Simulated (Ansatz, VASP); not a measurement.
Si3N4: VASP beside Ansatz

```
CELL_PARAMETERS angstrom
0.00000 3.78623 3.78623
3.78623 0.00000 3.78623
3.78623 3.78623 0.00000
ATOMIC_POSITIONS crystal
Si 0.12500 0.12500 0.62500
Si 0.12500 0.62500 0.12500
Si 0.62500 0.12500 0.12500
Si 0.12500 0.12500 0.12500
Si 0.75000 0.75000 0.75000
Si 0.50000 0.50000 0.50000
N 0.36789 0.36789 0.36789
N 0.35367 0.88211 0.88211
N 0.88211 0.88211 0.35367
N 0.88211 0.35367 0.88211
N 0.36789 0.36789 0.89633
N 0.36789 0.89633 0.36789
N 0.88211 0.88211 0.88211
N 0.89633 0.36789 0.36789
```

Alike in both runs: functional r2SCAN; k mesh 6 × 6 × 6; occupations gaussian, width 0.02 eV; no spin polarisation.

Ansatz relaxed the structure, and its values are those at the end. VASP's run is a single point on that final structure, the one shown.

```csv
,VASP,Ansatz
version,VASP 6.6.1,Ansatz 0.2.0
potentials or method,"VASP PAW PBE potentials, release 64 (Si, N), cutoff 520 eV","scalar-relativistic, plane waves, PAW"
valence electrons in the cell,64,64
```

|  | VASP | Ansatz | Ansatz less VASP |
| --- | --- | --- | --- |
| gap on the k mesh at the Fermi level (eV) | 4.30 | 4.31 | +0.002 |
| least direct gap on the mesh (eV) | 4.31 | 4.31 | +0.002 |
| pressure (GPa) | 22.7 | 22.6 | -0.16 |
| rms of the force components (eV/Å) | 0.010 | 0.000 | -0.0104 |

VASP's potentials were made for PBE, not for r2SCAN. With one functional, cell and mesh, what is left measures potentials, basis and numerics. Ansatz's warnings: stress scf threshold loose.
